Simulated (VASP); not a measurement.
Here is a VASP 6.6.1 calculation.

Contents of INCAR:

```
PREC = Accurate
ENCUT = 520
EDIFF = 1E-6
ISMEAR = 0
SIGMA = 0.15
LREAL = F
LASPH = T
NELM = 60
ALGO = Fast
ISIF = 2
LWAVE = F
LCHARG = F
GGA = PS
NBANDS = 10
```

KPOINTS

```
Automatic mesh
0
Gamma
  12 12 12
```

POSCAR

```
Rb
1.0
   -2.9182400000      2.9182400000      2.6937600000
    2.9182400000     -2.9182400000      2.6937600000
    2.9182400000      2.9182400000     -2.6937600000
Rb
1
Direct
    0.0000000000      0.0000000000      0.0000000000
```

Potentials or basis: VASP PAW PBE potentials, release 64 (Rb_sv).

Command:

```sh
$ cat potpaw_PBE.64/Rb_sv/POTCAR > POTCAR
$ mpirun -np 1 vasp_std > vasp.out
```

**Question.** Estimate the pressure.

**Answer.** -0.2 GPa.

Caveat: the cell differs from its parent crystal (strain +0.040 along x and y, -0.040 along z); the PAW data sets were made with another functional, which shifts forces and pressure a little.
